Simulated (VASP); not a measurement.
# CaMg (P4mm) in VASP: a series of runs, part 2 of 2

VASP 6.6.1.

## 4. Single point, LDA (atoms displaced along a vibrational mode, the cell strained)

Contents of INCAR:

```
SYSTEM = CaMg
  ALGO = Normal
  EDIFF = 1E-7
  ENCUT = 520
  ISIF = 2
  ISMEAR = 0
  LASPH = .True.
  LCHARG = .True.
  LELF = .True.
  LREAL = .False.
  LVHAR = .True.
  LWAVE = .False.
  NBANDS = 13
  NELM = 100
  PREC = Accurate
  SIGMA = 0.15
```

Contents of KPOINTS:

```
k-points
0
Gamma
  12 12 12
  0 0 0
```

Contents of POSCAR:

```
CaMg
1.0
    3.7618148612      0.0000000000      0.0000000000
    0.0000000000      3.7618148612      0.0000000000
    0.0000000000      0.0000000000      3.7618148612
Ca Mg
1 1
Direct
    0.0085505821      0.0000000000      0.0000000000
    0.4859004225      0.5000000000      0.5000000000
```

Potentials or basis: VASP PAW LDA potentials, release 64 (Ca_sv, Mg).

The run is started by

```
> cat potpaw_LDA.64/Ca_sv/POTCAR potpaw_LDA.64/Mg/POTCAR > POTCAR
> mpirun -np 1 vasp_std > vasp.out
```

OUTCAR:

```text
SYSTEM = CaMg
   EDIFF = 1E-7
   ENCUT = 520
   ISIF = 2
   ISMEAR = 0
   LASPH = .True.
   LREAL = .False.
   NELM = 100
   PREC = Accurate

 ion  position               nearest neighbor table
   1  0.009  0.000  0.000-   2 3.21   2 3.21   2 3.21   2 3.21   2 3.31   2 3.31   2 3.31   2 3.31

   2  0.486  0.500  0.500-   1 3.21   1 3.21   1 3.21   1 3.21   1 3.31   1 3.31   1 3.31   1 3.31

  LATTYP: Found a simple cubic cell.
 ALAT       =     3.7618148612

  Lattice vectors:

 A1 = (   3.7618148612,   0.0000000000,   0.0000000000)
 A2 = (   0.0000000000,   3.7618148612,   0.0000000000)
 A3 = (   0.0000000000,   0.0000000000,   3.7618148612)

Analysis of symmetry for initial positions (statically):
=====================================================================
 Subroutine PRICEL returns:
 Original cell was already a primitive cell.

 Routine SETGRP: Setting up the symmetry group for a
 simple cubic supercell.

 Subroutine GETGRP returns: Found  8 space group operations
 (whereof  8 operations were pure point group operations)
 out of a pool of 48 trial point group operations.

The static configuration has the point symmetry C_4v.

Analysis of symmetry for dynamics (positions and initial velocities):
=====================================================================
 Subroutine PRICEL returns:
 Original cell was already a primitive cell.

 Routine SETGRP: Setting up the symmetry group for a
 simple cubic supercell.

 Subroutine GETGRP returns: Found  8 space group operations
 (whereof  8 operations were pure point group operations)
 out of a pool of 48 trial point group operations.

The dynamic configuration has the point symmetry C_4v.

 Subroutine INISYM returns: Found  8 space group operations
 (whereof  8 operations are pure point group operations),
 and found     1 'primitive' translations

----------------------------------------------------------------------------------------

                                     Primitive cell

[... 114 lines left out ...]
   LORBIT       =      0    0 simple, 1 ext, 2 COOP (PROOUT), +10 PAW based schemes
   GGA     = CA    functional components
   LHFCALC =     F    Hartree Fock is set to
   AEXX    =    0.0000 exact exchange contribution
   IVDW    =     0    specifies the selected vdW correction
   LEPSILON=     F    determine dielectric tensor
   LRPA    =     F    only Hartree local field effects (RPA)
 non-spin polarized calculation
 Gauss-broadening in eV      SIGMA  =   0.15
  energy-cutoff  :      520.00
  volume of cell :       53.23
 maximum number of plane-waves:      1472
 NGX is ok and might be reduce to    28
   NGX = 13   NGY = 13   NGZ = 13

 number of electron      12.0000000 magnetization

 Free energy of the ion-electron system (eV)
  ---------------------------------------------------
  ext. energy  EPLUGINS =         0.00000000
  ---------------------------------------------------
  free energy    TOTEN  =        -4.25105381 eV

  energy without entropy =       -4.23147568  energy(sigma->0) =       -4.24126475

 E-fermi :   2.7098     XC(G=0):  -8.9240

 val. band max:        2.7080975105   @ k =   0.3333   0.5000   0.3333
 cond. band min:       2.7098462651   @ k =   0.5000   0.3333   0.3333
 fundamental gap:      0.0017487546
 Fermi energy:         2.7097936421

 k-point     1 :       0.0000    0.0000    0.0000
  band No.  band energies     occupation
      1     -37.9341      2.00000
      2     -19.2168      2.00000
      3     -19.2168      2.00000
      4     -19.2167      2.00000
      5      -2.8025      2.00000
      6       3.5862      0.00000
      7       3.5866      0.00000
      8       6.8547      0.00000
      9       6.8547      0.00000
     10       6.8610      0.00000
     11       7.3735      0.00000
     12       7.3750      0.00000
     13       7.3750      0.00000
[... 354 lines left out ...]
  band No.  band energies     occupation
      1     -37.9267      2.00000
      2     -19.3158      2.00000
      3     -19.2166      2.00000
      4     -19.2073      2.00000
      5      -1.4613      2.00000
      6       1.7378      2.00000
      7       4.1248      0.00000
      8       5.2110      0.00000
      9       5.3956      0.00000
     10       6.8728      0.00000
     11       7.2831      0.00000
     12       9.1990      0.00000
     13       9.7430      0.00000

 [... further k-points ...]
[... 5 lines left out ...]
  --------------------------------------------------------------------------------------
  -------------------------------------------------------------------------------------
  Total        0.7992727      0.8382064      0.8382064     -0.0000000     -0.0000000      0.0000000
  in kB       24.0554398     25.2272161     25.2272161     -0.0000000     -0.0000000      0.0000000
  external PRESSURE =      24.8366240 kB  Pullay stress =       0.0000000 kB

 VOLUME and BASIS-vectors are now :
 -----------------------------------------------------------------------------
  energy-cutoff  :      520.00
  volume of cell :       53.23
      direct lattice vectors                 reciprocal lattice vectors
     3.761814861  0.000000000  0.000000000     0.265829138  0.000000000  0.000000000
     0.000000000  3.761814861  0.000000000     0.000000000  0.265829138  0.000000000
     0.000000000  0.000000000  3.761814861     0.000000000  0.000000000  0.265829138

 POSITION                                       TOTAL-FORCE (eV/Angst)
 -----------------------------------------------------------------------------------
      0.03217      0.00000      0.00000        -0.262926      0.000000      0.000000
      1.82787      1.88091      1.88091         0.262926     -0.000000     -0.000000
 -----------------------------------------------------------------------------------
    total drift:                                0.000094      0.000000      0.000000

  FREE ENERGIE OF THE ION-ELECTRON SYSTEM (eV)
  ---------------------------------------------------
  free  energy   TOTEN  =        -4.2510538121 eV

  energy  without entropy=       -4.2314756849  energy(sigma->0) =       -4.24126475
```

OSZICAR:

```text
N       E                     dE             d eps       ncg     rms          rms(c)
DAV:   1     0.680349016369E+02    0.68035E+02   -0.54821E+03  5096   0.813E+02
DAV:   2    -0.234867248504E+01   -0.70384E+02   -0.69142E+02  5801   0.204E+02
DAV:   3    -0.425085924572E+01   -0.19022E+01   -0.18750E+01  7933   0.302E+01
DAV:   4    -0.432706986656E+01   -0.76211E-01   -0.76076E-01  6301   0.520E+00
DAV:   5    -0.432879540044E+01   -0.17255E-02   -0.17252E-02  7422   0.662E-01    0.258E+00
DAV:   6    -0.426770466774E+01    0.61091E-01   -0.64146E-02  6012   0.208E+00    0.164E+00
DAV:   7    -0.425246862446E+01    0.15236E-01   -0.47853E-02  6383   0.179E+00    0.323E-01
DAV:   8    -0.425107771942E+01    0.13909E-02   -0.47057E-03  6256   0.714E-01    0.306E-02
DAV:   9    -0.425106083838E+01    0.16881E-04   -0.34525E-04  7438   0.118E-01    0.275E-02
DAV:  10    -0.425105414619E+01    0.66922E-05   -0.43475E-05  6028   0.673E-02    0.305E-03
DAV:  11    -0.425105387407E+01    0.27212E-06   -0.23977E-06  6975   0.130E-02    0.288E-03
DAV:  12    -0.425105381213E+01    0.61936E-07   -0.15810E-07  6118   0.376E-03
   1 F= -.42510538E+01 E0= -.42412647E+01  d E =-.195781E-01
```

stdout:

```text
POSCAR found type information on POSCAR CaMg
 POSCAR found :  2 types and       2 ions
 scaLAPACK will be used
 LDA part: xc-table for (Slater(with rela. corr.)+CA(PZ))
 , standard interpolation
 POSCAR, INCAR and KPOINTS ok, starting setup
 FFT: planning ... GRIDC
 FFT: planning ... GRID_SOFT
 FFT: planning ... GRID
 WAVECAR not read
 entering main loop
```

Wall time 45 s (1 thread of Intel Xeon 6975P-C (Granite Rapids), shared host); peak memory 0.26 GiB.

What came out:

```
Free energy            : -4.2511 eV
Pressure               : 2.5 GPa
Largest force          : 0.263 eV/Å
Band gap on the k mesh : zero (bands 6 and 7 overlap by 1.35 eV)
```

Forces in eV/Å, atoms in the order of the input:
```
Ca  -0.263  0.000  0.000
Mg   0.263  0.000  0.000
```

Stress tensor (GPa, compression positive):
```
2.41 0.00 0.00
0.00 2.52 0.00
0.00 0.00 2.52
```

Caveat: the cell differs from its parent crystal (atoms displaced along a vibrational mode, the cell strained).

## 5. Single point, LDA (atoms displaced along a vibrational mode, the cell strained)

Contents of INCAR:

```
SYSTEM = CaMg
PREC = Accurate
ENCUT = 520
EDIFF = 1E-6
ISMEAR = 0
SIGMA = 0.15
LREAL = .FALSE.
LASPH = .TRUE.
NELM = 80
ALGO = Fast
ISIF = 2
LWAVE = .FALSE.
LCHARG = .FALSE.
GGA = CA
NBANDS = 13
```

Contents of KPOINTS:

```
regular mesh
0
G
  12 12 12
  0 0 0
```

Contents of POSCAR:

```
CaMg
1.0
    3.7938385159      0.0000000000      0.0000000000
    0.0000000000      3.7938385159      0.0000000000
    0.0000000000      0.0000000000      3.7938385159
Ca Mg
1 1
Direct
    0.0042752911      0.0000000000      0.0000000000
    0.4929502113      0.5000000000      0.5000000000
```

The run is started by

```
> cat potpaw_LDA.64/Ca_sv/POTCAR potpaw_LDA.64/Mg/POTCAR > POTCAR
> mpirun -np 1 vasp_std > vasp.out
```

It took 44 s on 1 thread of Intel Xeon 6975P-C (Granite Rapids), shared host; peak memory 0.26 GiB.

Results (log left out):

```
Free energy            : -4.2765 eV
Pressure               : 1.5 GPa
Largest force          : 0.125 eV/Å
Band gap on the k mesh : zero (bands 6 and 7 overlap by 1.34 eV)
```

Forces on the atoms (eV/Å):
```
Ca  -0.125  0.000  0.000
Mg   0.125  0.000  0.000
```

Levels at points of the mesh, in eV from the Fermi level:
```
           k point  band 3  band 4  band 5  band 6  band 7  band 8  band 9  band 10
(0.00, 0.00, 0.00)  -21.99  -21.99   -5.45    0.90    0.90    4.08    4.08     4.08
(0.50, 0.00, 0.00)  -21.98  -21.98   -2.98   -2.56    1.74    2.39    2.39     4.29
(0.00, 0.50, 0.00)  -21.98  -21.98   -2.97   -2.56    1.74    2.38    2.39     4.29
(0.50, 0.50, 0.00)  -22.09  -21.97   -2.00   -0.20   -0.19    0.35    2.96     2.97
(0.00, 0.50, 0.50)  -22.09  -21.97   -2.00   -0.19   -0.19    0.35    2.97     2.97
(0.50, 0.50, 0.50)  -22.08  -22.08   -0.44   -0.44   -0.44    1.85    3.11     3.11
```

Caveat: the cell differs from its parent crystal (atoms displaced along a vibrational mode, the cell strained).

## 6. The runs side by side

```tsv
cell	gap on the mesh (eV)	pressure (GPa)	largest force (eV/Å)
a = 3.955 Å, 2 atoms, atomic positions A	none	-2.0	0.18
a = 3.762 Å, 2 atoms, atomic positions B	none	2.4	0.13
a = 3.762 Å, 2 atoms, atomic positions A	none	2.5	0.26
a = 3.794 Å, 2 atoms, atomic positions B	none	1.5	0.12
```

Alike in all rows: task single point; level LDA; potentials or basis VASP PAW LDA potentials, release 64 (Ca_sv, Mg); no spin polarisation; k mesh 12 × 12 × 12; cutoff (eV) 520; smearing gaussian 0.15 eV.

Total energies depend on the potentials used, so only differences within one code and one set of settings carry meaning.
